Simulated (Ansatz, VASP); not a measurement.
Eu in VASP and in Ansatz

INCAR

```
PREC     = Accurate       # precision mode
ENCUT    = 520            # plane-wave cutoff, eV
EDIFF    = 1E-6           # SCF threshold, eV
ISMEAR   = -1             # smearing method
SIGMA    = 0.05           # smearing width, eV
LREAL    = False          # projectors in reciprocal space
LASPH    = True           # aspherical terms in the spheres
NELM     = 150            # most SCF steps
ALGO     = Normal         # electronic algorithm
ISIF     = 2              # what is computed and relaxed
LWAVE    = False          # write WAVECAR
LCHARG   = True           # write CHGCAR
ISPIN    = 2              # spin polarisation
MAGMOM   = 7              # initial moments
LORBIT   = 11             # projections on sites
LMAXMIX  = 6              # l up to which the mixer works
GGA      = PE             # functional
LELF     = True           # ELF
LVHAR    = True         
NBANDS   = 18             # bands
```

Contents of KPOINTS:

```
Automatic mesh
0
Gamma
  8 8 8
```

File POSCAR:

```
Eu
1.0
    0.0000000000      2.7516047906      2.7516047906
    2.7516047906      0.0000000000      2.7516047906
    2.7516047906      2.7516047906      0.0000000000
Eu
1
Direct
    0.0000000000      0.0000000000      0.0000000000
```

File input.yaml:

```yaml
crystal:
  lattice:
    - [0.0, 2.7516047906, 2.7516047906]
    - [2.7516047906, 0.0, 2.7516047906]
    - [2.7516047906, 2.7516047906, 0.0]
  atoms:
    - { symbol: Eu, position: [0.0, 0.0, 0.0], spin: 7.0 }
hamiltonian:
  xc: pbe
  pseudopotentials: { kind: paw }
magnetization:
  spin_polarized: true
kpoints:
  mp_grid: { grid: [8, 8, 8] }
scf:
  occupations: { method: fermi_dirac, width: 0.05 }
output:
  forces: true
  stress: true
  eigenvalues: true
```

Alike in both runs: task single point; functional PBE; k mesh 8 × 8 × 8; occupations fermi-dirac, width 0.05 eV; collinear spin.

|  | VASP | Ansatz |
| --- | --- | --- |
| version | VASP 6.6.1 | Ansatz 0.2.0 |
| potentials or method | VASP PAW PBE potentials, release 64 (Eu) | Ansatz PAW |
| plane-wave cutoff (eV) | 520 | 420 |
| valence electrons in the cell | 17 | 17 |

VASP gave:

```
gap on the k mesh at the Fermi level (eV)                     : none
pressure (GPa)                                                : -0.3
net moment per atom (μB)                                      : 7.52
size of the moment on the site where the two differ most (μB) : 6.73
```

Problem. Estimate Ansatz's values.

Solution. gap on the k mesh at the Fermi level (eV): none; pressure (GPa): 0.0; net moment per atom (μB): 7.52; size of the moment on the site where the two differ most (μB): 7.19.

Site moments also hang on the region over which each program counts them. A gap of «none» marks a metal or a gap that the smearing closes.

Spin-orbit coupling is off throughout.
